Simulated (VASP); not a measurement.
Input of a VASP 6.6.1 run:

Contents of INCAR:

```
PREC = Accurate ; ENCUT = 520
EDIFF = 1E-6 ; ISMEAR = -1
SIGMA = 0.1 ; LREAL = False
LASPH = True ; NELM = 80
ALGO = Normal ; ISIF = 2
LWAVE = False ; LCHARG = True
GGA = PE ; LELF = True
LVHAR = True ; NBANDS = 21
```

Contents of KPOINTS:

```
Automatic mesh
0
Gamma
  11 11 7
```

POSCAR

```
AlNi
1.0
    2.3123166373      0.0000000000      0.0000000000
   -1.1561583187      2.0025249495      0.0000000000
    0.0000000000      0.0000000000      6.7583306960
Ni Al
2 2
Direct
    0.0000000000      0.0000000000      0.0000000000
    0.0000000000      0.0000000000      0.5000000000
    0.3333333333      0.6666666667      0.2500000000
    0.6666666667      0.3333333333      0.7500000000
```

Potentials or basis: VASP PAW PBE potentials, release 64 (Ni, Al).

The run is started by

```sh
$ cat potpaw_PBE.64/Ni/POTCAR potpaw_PBE.64/Al/POTCAR > POTCAR
$ mpirun -np 1 vasp_std > vasp.out
```

Task: Estimate the pressure.

Result: 192.2 GPa.

Task: Predict the band gap on the k mesh.

Result: Zero (band 13 reaches 18.30 eV, above the bottom of band 14 at 14.53 eV).

 Spin polarisation is off, so any magnetic state and its effect on volume and gap are missing.
